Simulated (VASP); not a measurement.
A run of VASP 6.6.1:

INCAR

```
SYSTEM = Ag3F
PREC = Accurate ; ENCUT = 520
EDIFF = 1E-6 ; ISMEAR = 0
SIGMA = 0.1 ; LREAL = .FALSE.
LASPH = .TRUE. ; NELM = 100
ALGO = Normal ; ISIF = 2
LWAVE = .FALSE. ; LCHARG = .TRUE.
GGA = PE ; LELF = .TRUE.
LVHAR = .TRUE. ; NBANDS = 50
```

The input KPOINTS:

```
Automatic mesh
0
G
  6 6 4
  0 0 0
```

The input POSCAR:

```
Ag3F
1.0
    5.8094883503      0.0000000000      0.0000000000
   -2.9047441752      5.0311644944      0.0000000000
    0.0000000000      0.0000000000      4.5763350000
Ag F
6 2
Direct
    0.3346690000      0.1673345000      0.7500000000
    0.8326655000      0.1673345000      0.7500000000
    0.8326655000      0.6653310000      0.7500000000
    0.6653310000      0.8326655000      0.2500000000
    0.1673345000      0.8326655000      0.2500000000
    0.1673345000      0.3346690000      0.2500000000
    0.6666666700      0.3333333300      0.2500000000
    0.3333333300      0.6666666700      0.7500000000
```

Potentials or basis: VASP PAW PBE potentials, release 64 (Ag, F).

The run is started by

```console
$ cat potpaw_PBE.64/Ag/POTCAR potpaw_PBE.64/F/POTCAR > POTCAR
$ mpirun -np 1 vasp_std > vasp.out
```

Hardware: 1 thread of Intel(R) Xeon(R) 6975P-C (Granite Rapids), on a shared host.

Q: Estimate the wall time of this run.

A: It took 83 s on 1 thread of Intel(R) Xeon(R) 6975P-C (Granite Rapids) (shared host), peak memory 0.33 GiB. Counts: scf iterations 14, k points 21.
